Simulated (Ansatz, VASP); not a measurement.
# One calculation of AlRu, two programs

Contents of INCAR:

```
SYSTEM = AlRu
PREC = Accurate
ENCUT = 520
EDIFF = 1E-6
ISMEAR = 0
SIGMA = 0.15
LREAL = .FALSE.
LASPH = .TRUE.
NELM = 60
ALGO = Fast
ISIF = 2
LWAVE = .FALSE.
LCHARG = .FALSE.
GGA = PE
NBANDS = 16
```

KPOINTS

```
Automatic mesh
0
G
  20 20 20
  0 0 0
```

The input POSCAR:

```
AlRu
1.0
    2.9139621829      0.0000000000      0.0000000000
    0.0000000000      2.9139621829      0.0000000000
    0.0000000000      0.0000000000      3.0942072663
Al Ru
1 1
Direct
    0.0000000000      0.0000000000      0.0000000000
    0.5000000000      0.5000000000      0.5000000000
```

Input for Ansatz:

```yaml
crystal:
  lattice:
    - [2.9139621829, 0.0, 0.0]
    - [0.0, 2.9139621829, 0.0]
    - [0.0, 0.0, 3.0942072663]
  atoms:
    - { symbol: Al, position: [0.0, 0.0, 0.0] }
    - { symbol: Ru, position: [0.5, 0.5, 0.5] }
basis:
  ecutwfc: 420
kpoints:
  mp_grid: { grid: [20, 20, 20] }
hamiltonian:
  xc: pbe
scf:
  occupations: { method: gaussian, width: 0.15 }
output:
  forces: true
  stress: true
  eigenvalues: true
```

Change from the starting cell: strain -0.030 along x and y, +0.030 along z, atoms carried along.

Alike in both runs: task single point; functional PBE; k mesh 20 × 20 × 20; occupations gaussian, width 0.15 eV; no spin polarisation.

```csv
,VASP,Ansatz
version,VASP 6.6.1,Ansatz 0.2.0
potentials or method,"VASP PAW PBE potentials, release 64 (Al, Ru_pv), cutoff 520 eV","scalar-relativistic, plane waves, PAW"
valence electrons in the cell,17,19
```

|  | VASP | Ansatz | Ansatz less VASP |
| --- | --- | --- | --- |
| gap on the k mesh at the Fermi level (eV) | none | none | - |
| pressure (GPa) | 7.2 | 7.2 | +0.06 |
| traceless stress, the component that is largest in VASP (GPa) | -7.06 | -7.04 | +0.018 |

A gap of «none» marks a metal or a gap that the smearing closes. VASP's potentials hold 17 valence electrons a cell and Ansatz's 19, so a difference there can come from the potentials and not from the codes.
